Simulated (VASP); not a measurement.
# WC (dlda) (P-6m2) in VASP: vibrations by perturbation theory with LDA

Aim: the vibrations by perturbation theory of WC (dlda) with LDA.

Everything below comes from runs of VASP 6.6.1. Logs are shortened: lines on timing, memory, paths and dates and some standing lists are left out, and cuts for length are marked.

## (1) The cell of the first run

It takes space group P-6m2 (No. 187, hexagonal). Conventional cell: a = 2.885 Å, b = 2.885 Å, c = 2.812 Å, α = 90.00°, β = 90.00°, γ = 120.00°. Within 2.9 Å of W (site symmetry -6m2) lie 6 C at 2.18 Å and 8 W at 2.81 to 2.88 Å. Within 2.9 Å of C (site symmetry -6m2) lie 6 W at 2.18 Å and 8 C at 2.81 to 2.88 Å.

## (2) Vibrations by perturbation theory, LDA

Contents of INCAR:

```
SYSTEM = WC
  PREC = Accurate
  ENCUT = 520
  EDIFF = 1E-8
  ISMEAR = -1
  SIGMA = 0.15
  LREAL = .FALSE.
  LASPH = .TRUE.
  NELM = 60
  ALGO = Normal
  ISIF = 2
  LWAVE = .FALSE.
  LCHARG = .FALSE.
  GGA = CA
  NBANDS = 16
  IBRION = 8
  NSW = 1
```

Contents of KPOINTS:

```
regular mesh
0
G
  15 15 12
  0 0 0
```

Contents of POSCAR:

```
WC
1.0
    2.8849619332      0.0000000000      0.0000000000
   -1.4424809666      2.4984503231      0.0000000000
    0.0000000000      0.0000000000      2.8115739432
W C
1 1
Direct
    0.0000000000      0.0000000000      0.0000000000
    0.6666666667      0.3333333333      0.5000000000
```

Potentials or basis: VASP PAW LDA potentials, release 64 (W_sv, C).

On the command line:

```console
> cat potpaw_LDA.64/W_sv/POTCAR potpaw_LDA.64/C/POTCAR > POTCAR
> mpirun -np 1 vasp_std > vasp.out
```

OUTCAR:

```text
SYSTEM = WC
   PREC = Accurate
   ENCUT = 520
   EDIFF = 1E-8
   ISMEAR = -1
   LREAL = .FALSE.
   LASPH = .TRUE.
   NELM = 60
   ISIF = 2
   GGA = CA
   IBRION = 8
   NSW = 1

 ion  position               nearest neighbor table
   1  0.000  0.000  0.000-   2 2.18   2 2.18   2 2.18   2 2.18   2 2.18   2 2.18
   2  0.667  0.333  0.500-   1 2.18   1 2.18   1 2.18   1 2.18   1 2.18   1 2.18

  LATTYP: Found a hexagonal cell.
 ALAT       =     2.8849619332
 C/A-ratio  =     0.9745618862

  Lattice vectors:

 A1 = (   2.8849619332,   0.0000000000,   0.0000000000)
 A2 = (  -1.4424809666,   2.4984503231,   0.0000000000)
 A3 = (   0.0000000000,   0.0000000000,   2.8115739432)

Analysis of symmetry for initial positions (statically):
=====================================================================
 Subroutine PRICEL returns:
 Original cell was already a primitive cell.

 Routine SETGRP: Setting up the symmetry group for a
 hexagonal supercell.

 Subroutine GETGRP returns: Found 12 space group operations
 (whereof 12 operations were pure point group operations)
 out of a pool of 24 trial point group operations.

The static configuration has the point symmetry D_3h.

Analysis of symmetry for dynamics (positions and initial velocities):
=====================================================================
 Subroutine PRICEL returns:
 Original cell was already a primitive cell.

 Routine SETGRP: Setting up the symmetry group for a
 hexagonal supercell.

 Subroutine GETGRP returns: Found 12 space group operations
 (whereof 12 operations were pure point group operations)
 out of a pool of 24 trial point group operations.

The dynamic configuration has the point symmetry D_3h.

 Subroutine INISYM returns: Found 12 space group operations
 (whereof 12 operations are pure point group operations),
 and found     1 'primitive' translations

----------------------------------------------------------------------------------------

                                     Primitive cell

  volume of cell :      20.2656

  direct lattice vectors                    reciprocal lattice vectors
     2.884961933  0.000000000  0.000000000     0.346625024  0.200124051  0.000000000
    -1.442480967  2.498450323  0.000000000     0.000000000  0.400248102  0.000000000
     0.000000000  0.000000000  2.811573943     0.000000000  0.000000000  0.355672666

  length of vectors
     2.884961933  2.884961933  2.811573943     0.400248102  0.400248102  0.355672666

  position of ions in fractional coordinates (direct lattice)
     0.000000000  0.000000000  0.000000000
     0.666666667  0.333333333  0.500000000

  ion indices of the primitive-cell ions
   primitive index   ion index
                 1           1
                 2           2

----------------------------------------------------------------------------------------

 KPOINTS: regular mesh

Automatic generation of k-mesh.
 Grid dimensions read from file:
 generate k-points for:   15   15   12

 Generating k-lattice:

  Cartesian coordinates                     Fractional coordinates (reciprocal lattice)
     0.023108335  0.013341603  0.000000000     0.066666667  0.000000000  0.000000000
     0.000000000  0.026683207  0.000000000     0.000000000  0.066666667  0.000000000
     0.000000000  0.000000000  0.029639389     0.000000000  0.000000000  0.083333333

  Length of vectors
     0.026683207  0.026683207  0.029639389

  Shift w.r.t. Gamma in fractional coordinates (k-lattice)
     0.000000000  0.000000000  0.000000000

 Subroutine IBZKPT returns following result:
 ===========================================

 Found    189 irreducible k-points:

 Following reciprocal coordinates:
            Coordinates               Weight
  0.000000  0.000000  0.000000      1.000000
  0.066667  0.000000  0.000000      6.000000
  0.133333  0.000000  0.000000      6.000000
  0.200000  0.000000  0.000000      6.000000
  0.266667  0.000000  0.000000      6.000000
  0.333333  0.000000  0.000000      6.000000
[... 16 lines left out ...]
  0.333333  0.200000  0.000000     12.000000
  0.400000  0.200000  0.000000      6.000000
 [... further k-points ...]
   k-points           NKPTS =    189   k-points in BZ     NKDIM =    189   number of bands    NBANDS=     16
   number of dos      NEDOS =    301   number of ions     NIONS =      2
   total plane-waves  NPLWV =  13824
   dimension x,y,z NGX =    24 NGY =   24 NGZ =   24
   dimension x,y,z NGXF=    48 NGYF=   48 NGZF=   48
   ions per type =               1   1
   NGX,Y,Z   is equivalent  to a cutoff of  13.83, 13.83, 14.19 a.u.
   NGXF,Y,Z  is equivalent  to a cutoff of  27.66, 27.66, 28.38 a.u.
 SYSTEM =  WC
   PREC   = accura    normal or accurate (medium, high low for compatibility)
   ISTART =      0    job   : 0-new  1-cont  2-samecut
   ICHARG =      2    charge: 1-file 2-atom 10-const
   ISPIN  =      1    spin polarized calculation?
   LNONCOLLINEAR =      F non collinear calculations
   LSORBIT =      F    spin-orbit coupling
   LASPH  =      T    aspherical Exc in radial PAW
   ENCUT  =  520.0 eV  38.22 Ry    6.18 a.u.   5.36  5.36  5.23*2*pi/ulx,y,z
   NELM   =     60;   NELMIN=  2; NELMDL= -5     # of ELM steps
   EDIFF  = 0.1E-07   stopping-criterion for ELM
   LREAL  =      F    real-space projection
   EDIFFG = 0.1E-06   stopping-criterion for IOM
   NSW    =      1    number of steps for IOM
   IBRION =      8    ionic relax: 0-MD 1-quasi-New 2-CG
   NFREE  =      0    steps in history (QN), initial steepest desc. (CG)
   ISIF   =      2    stress and relaxation
   ISYM   =      2    0-nonsym 1-usesym 2-fastsym
   POTIM  = 0.5000    time-step for ionic-motion
   TEBEG  =    0.0;   TEEND  =   0.0 temperature during run
   PSTRESS=    0.0 pullay stress
   NELECT =      18.0000    total number of electrons
   NUPDOWN=      -1.0000    fix difference up-down
   EMIN   =  10.00;   EMAX   =-10.00  energy-range for DOS
   EFERMI =   0.00;   METHOD = LEGACY
   ISMEAR =    -1;   SIGMA  =   0.15  broadening in eV -4-tet -1-fermi 0-gaus
   EFERMI_NEDOS =   21; number of points for ismear=-14 and -15
   IALGO  =     38    algorithm
   IMIX   =      4    mixing-type and parameters
     AMIX     =   0.40;   BMIX     =  1.00
     AMIX_MAG =   1.60;   BMIX_MAG =  1.00
  volume/ion in A,a.u.               =      10.13        68.38
  Fermi-wavevector in a.u.,A,eV,Ry     =   1.573665  2.973795 33.693751  2.476421
  Thomas-Fermi vector in A             =   2.674915
   LORBIT       =      0    0 simple, 1 ext, 2 COOP (PROOUT), +10 PAW based schemes
   GGA     = CA    functional components
   LHFCALC =     F    Hartree Fock is set to
   AEXX    =    0.0000 exact exchange contribution
   IVDW    =     0    specifies the selected vdW correction
   LEPSILON=     F    determine dielectric tensor
   LRPA    =     F    only Hartree local field effects (RPA)
 non-spin polarized calculation
  energy-cutoff  :      520.00
  volume of cell :       20.27
 maximum number of plane-waves:       568
 NGX is ok and might be reduce to    24
   NGX = 11   NGY = 11   NGZ = 11

--------------------------------------- Ionic step        1  -------------------------------------------

 number of electron      18.0000000 magnetization

 Free energy of the ion-electron system (eV)
  ---------------------------------------------------
  ext. energy  EPLUGINS =         0.00000000
  ---------------------------------------------------
  free energy    TOTEN  =       -24.71095489 eV

  energy without entropy =      -24.68785870  energy(sigma->0) =      -24.69940679

 E-fermi :  11.3719     XC(G=0): -14.1081

 val. band max:       11.3516465678   @ k =   0.4000   0.2000   0.0000
 cond. band min:      11.4305922945   @ k =   0.1333   0.0000   0.3333
 fundamental gap:      0.0789457267
 Fermi energy:        11.3718710943

 k-point     1 :       0.0000    0.0000    0.0000
  band No.  band energies     occupation
      1     -62.1531      2.00000
      2     -26.3956      2.00000
      3     -26.2841      2.00000
      4     -26.2841      2.00000
      5      -3.1269      2.00000
      6       6.8757      2.00000
[... 433 lines left out ...]
      3     -26.6941      2.00000
      4     -26.2617      2.00000
      5       0.8232      2.00000
      6       4.4771      2.00000
[... 8 lines left out ...]
     15      26.0939      0.00000
     16      28.9153      0.00000

 [... further k-points ...]

------------------------ aborting loop because EDIFF is reached ----------------------------------------

  FORCE on cell =-STRESS in cart. coord.  units (eV):
  Direction    XX          YY          ZZ          XY          YZ          ZX
  --------------------------------------------------------------------------------------
  -------------------------------------------------------------------------------------
  Total        0.3057841      0.3057841      0.3650650     -0.0000000      0.0000000     -0.0000000
  in kB       24.1749306     24.1749306     28.8616021     -0.0000000      0.0000000     -0.0000000
  external PRESSURE =      25.7371544 kB  Pullay stress =       0.0000000 kB

 VOLUME and BASIS-vectors are now :
 -----------------------------------------------------------------------------
  energy-cutoff  :      520.00
  volume of cell :       20.27
      direct lattice vectors                 reciprocal lattice vectors
     2.884961933  0.000000000  0.000000000     0.346625024  0.200124051  0.000000000
    -1.442480967  2.498450323  0.000000000     0.000000000  0.400248102  0.000000000
     0.000000000  0.000000000  2.811573943     0.000000000  0.000000000  0.355672666

 POSITION                                       TOTAL-FORCE (eV/Angst)
 -----------------------------------------------------------------------------------
      0.00000      0.00000      0.00000         0.000000      0.000000      0.000000
      1.44248      0.83282      1.40579        -0.000000      0.000000      0.000000
 -----------------------------------------------------------------------------------
    total drift:                                0.000000     -0.000000      0.000000

  FREE ENERGIE OF THE ION-ELECTRON SYSTEM (eV)
  ---------------------------------------------------
  free  energy   TOTEN  =       -24.7109548881 eV

  energy  without entropy=      -24.6878587014  energy(sigma->0) =      -24.69940679

[... ionic steps 2 to 3 ...]

--------------------------------------- Ionic step        4  -------------------------------------------

------------------------ aborting loop because EDIFF is reached ----------------------------------------
[... 11 lines left out ...]
[... ionic steps 8 to 8 ...]

--------------------------------------- Ionic step        9  -------------------------------------------

 Free energy of the ion-electron system (eV)
  ---------------------------------------------------
  ---------------------------------------------------
  free energy    TOTEN  =        -0.12148412 eV

  energy without entropy =       -0.12148412

------------------------ aborting loop because EDIFF is reached ----------------------------------------

 INTERNAL STRAIN TENSOR  FOR ION    2  DIRECTION 3   (eV/Angst):
 -----------------------------------------------------------------------------
     0.01186  0.00000  0.00000
     0.00000  0.01186  0.00000
     0.00000  0.00000 -0.01610

 INTERNAL STRAIN TENSOR FOR ION    2 for displacements in x,y,z  (eV/Angst):
          X           Y           Z          XY          YZ          ZX
  --------------------------------------------------------------------------------
  x     0.00000     0.00000     0.00000    -5.93665     0.00000     0.00000
  y    -5.93665     5.93665     0.00000     0.00000     0.00000     0.00000
  z     0.00000     0.00000     0.00000     0.00000     0.00000     0.00000

 SECOND DERIVATIVES (NOT SYMMETRIZED)
 ------------------------------------
               1X          1Y          1Z          2X          2Y          2Z
  1X   -16.748295   -0.000000    0.000000   16.748295    0.000000    0.000000
  1Y     0.000000  -16.748295    0.000000    0.000000   16.748295    0.000000
  1Z     0.000000   -0.000000  -15.228298    0.000000    0.000000   15.228298
  2X    16.750686    0.000000    0.000000  -16.750686    0.000000    0.000000
  2Y     0.000000   16.750686    0.000000    0.000000  -16.750686    0.000000
  2Z     0.000000    0.000000   15.218819   -0.000000    0.000000  -15.218819

 Eigenvectors and eigenvalues of the dynamical matrix
 ----------------------------------------------------

   1 f  =   19.055384 THz   119.728509 2PiTHz  635.619192 cm-1    78.806700 meV
             X         Y         Z           dx          dy          dz
      0.000000  0.000000  0.000000    -0.247620   -0.000000   -0.000000
      1.442481  0.832817  1.405787     0.968857   -0.000000   -0.000000
[... 21 lines left out ...]
   6 f/i=    0.001357 THz     0.008527 2PiTHz    0.045268 cm-1     0.005612 meV
             X         Y         Z           dx          dy          dz
      0.000000  0.000000  0.000000     0.000000   -0.000000    0.968834
      1.442481  0.832817  1.405787    -0.000000   -0.000000    0.247709

--------------------------------------------------------------------------------------------------------

 ELASTIC MODULI CONTR FROM IONIC RELAXATION (kBar)
 Direction    XX          YY          ZZ          XY          YZ          ZX
 --------------------------------------------------------------------------------
 XX        -136.3838    136.3838      0.0000      0.0000      0.0000      0.0000
 YY         136.3838   -136.3838      0.0000     -0.0000     -0.0000      0.0000
 ZZ           0.0000      0.0000      0.0000      0.0000      0.0000      0.0000
 XY           0.0000     -0.0000      0.0000   -136.3838     -0.0000      0.0000
 YZ           0.0000     -0.0000      0.0000     -0.0000     -0.0000      0.0000
 ZX           0.0000      0.0000      0.0000      0.0000      0.0000      0.0000
 --------------------------------------------------------------------------------
```

It took 4.5 min on 1 thread of Intel Xeon 6975P-C (Granite Rapids), shared host; peak memory 0.59 GiB.

What came out:

* Highest phonon frequency at Γ, LO-TO splitting left out: 636 cm⁻¹

Phonon frequencies in cm⁻¹ (negative: imaginary):
```tsv
q point	frequencies
(0.000, 0.000, 0.000)	0 0 0 606 636 636
```

Caveat: the cell wasn't relaxed at this level first, which shifts response properties; spin-orbit coupling is left out, which moves the levels of the heavy elements.
